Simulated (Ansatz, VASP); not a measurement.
FeSi in VASP and in Ansatz

```
CELL_PARAMETERS angstrom
4.31031 0.00000 0.00000
0.00000 4.31031 0.00000
0.00000 0.00000 4.31031
ATOMIC_POSITIONS crystal
Fe 0.13960 0.13960 0.13960
Fe 0.36040 0.86040 0.63960
Fe 0.63960 0.36040 0.86040
Fe 0.86040 0.63960 0.36040
Si 0.84234 0.84234 0.84234
Si 0.65766 0.15766 0.34234
Si 0.34234 0.65766 0.15766
Si 0.15766 0.34234 0.65766
```

Alike in both runs: functional PBE; k mesh 8 × 8 × 8; occupations gaussian, width 0.01 eV; no spin polarisation.

Ansatz relaxed the structure, and its values are those at the end. VASP's run is a single point on that final structure, the one shown.

|  | VASP | Ansatz |
| --- | --- | --- |
| version | VASP 6.6.1 | Ansatz 0.2.0 |
| potentials or method | VASP PAW PBE potentials, release 64 (Fe, Si), cutoff 520 eV | scalar-relativistic, plane waves, PAW |
| valence electrons in the cell | 48 | 80 |

```tsv
	VASP	Ansatz	Ansatz less VASP
gap on the k mesh at the Fermi level (eV)	0.15	0.16	+0.005
least direct gap on the mesh (eV)	0.17	0.18	+0.004
pressure (GPa)	26.0	25.7	-0.36
rms of the force components (eV/Å)	0.017	0.001	-0.0155
```

With one functional, cell and mesh, what is left measures potentials, basis and numerics. VASP's potentials hold 48 valence electrons a cell and Ansatz's 80, so a difference there can come from the potentials and not from the codes. Ansatz's warnings: stress scf threshold loose.
